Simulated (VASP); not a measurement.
A run of VASP 6.6.1 is set up as follows.

The input INCAR:

```
PREC = Accurate ; ENCUT = 600
EDIFF = 1E-7 ; ISMEAR = -1
SIGMA = 0.05 ; LREAL = F
LASPH = T ; NELM = 60
ALGO = Normal ; ISIF = 3
LWAVE = F ; LCHARG = F
GGA = PS ; IBRION = 2
NSW = 80 ; EDIFFG = -0.005
```

The input KPOINTS:

```
Automatic mesh
0
Gamma
  12 12 12
```

Contents of POSCAR:

```
Pd
1.0
   -1.5722810000      1.5722810000      1.5722810000
    1.5722810000     -1.5722810000      1.5722810000
    1.5722810000      1.5722810000     -1.5722810000
Pd
1
Direct
    0.0000000000      0.0000000000      0.0000000000
```

Potentials or basis: VASP PAW PBE potentials, release 64 (Pd).

Run with:

```bash
$ cat potpaw_PBE.64/Pd/POTCAR > POTCAR
$ mpirun -np 1 vasp_std > vasp.out
```

(1) What does it give for the band gap on the k mesh?

(2) Estimate the space group after relaxing (to 0.05 Å).

(3) Predict the relaxed cell.

Answers

(1) zero (band 5 reaches 10.37 eV, above the bottom of band 6 at 8.66 eV).

(2) Im-3m (No. 229).

(3) a = 2.669 Å, b = 2.669 Å, c = 2.669 Å, α = 109.47°, β = 109.47°, γ = 109.47°.
